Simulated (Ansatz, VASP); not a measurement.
## Ca: VASP beside Ansatz

Contents of INCAR:

```
ALGO = Normal ; EDIFF = 1E-6
ENCUT = 500 ; GGA = PE
GGA_COMPAT = False ; ISIF = 2
ISMEAR = 0 ; LASPH = True
LCHARG = False ; LORBIT = 11
LORBMOM = True ; LREAL = False
LSORBIT = True ; LWAVE = False
MAGMOM = 0 0 0 ; NBANDS = 21
NELM = 200 ; PREC = Accurate
SIGMA = 0.05
```

File KPOINTS:

```
k-points
0
Gamma
  12 12 12
```

File POSCAR:

```
Ca
1.0
   -2.2400000000      2.2400000000      2.2400000000
    2.2400000000     -2.2400000000      2.2400000000
    2.2400000000      2.2400000000     -2.2400000000
Ca
1
Direct
    0.0000000000      0.0000000000      0.0000000000
```

Input for Ansatz:

```yaml
crystal:
  lattice:
    - [-2.24, 2.24, 2.24]
    - [2.24, -2.24, 2.24]
    - [2.24, 2.24, -2.24]
  atoms:
    - { symbol: Ca, position: [0.0, 0.0, 0.0] }
basis:
  ecutwfc: 420
kpoints:
  mp_grid: { grid: [12, 12, 12] }
hamiltonian:
  xc: pbe
  pseudopotentials: { kind: paw_fr }
scf:
  occupations: { method: gaussian, width: 0.05 }
output:
  forces: true
  eigenvalues: true
  eigenstates:
    nscf_kmesh: { grid: [28, 28, 28] }
    top_band: c12
    de_dk: true
    localisation: false
  stress: true
checkpoint:
  write: ck
  compress: false
  write_wavefunctions: false
  write_every: 100000
magnetization:
  noncollinear: true
  spin_orbit: true
```

Alike in both runs: task single point; functional PBE; k mesh 12 × 12 × 12; occupations gaussian, width 0.05 eV; non-collinear spin, spin-orbit coupling.

|  | VASP | Ansatz |
| --- | --- | --- |
| version | VASP 6.6.1 | Ansatz 0.2.0 |
| potentials or method | VASP PAW PBE potentials, release 64 (Ca_sv), cutoff 500 eV | plane waves, PAW |
| valence electrons in the cell | 10 | 10 |

|  | VASP | Ansatz | Ansatz less VASP |
| --- | --- | --- | --- |
| pressure (GPa) | -1.0 | -1.0 | 0.00 |
| net moment per atom (μB) | 0.00 | 0.00 | 0.000 |
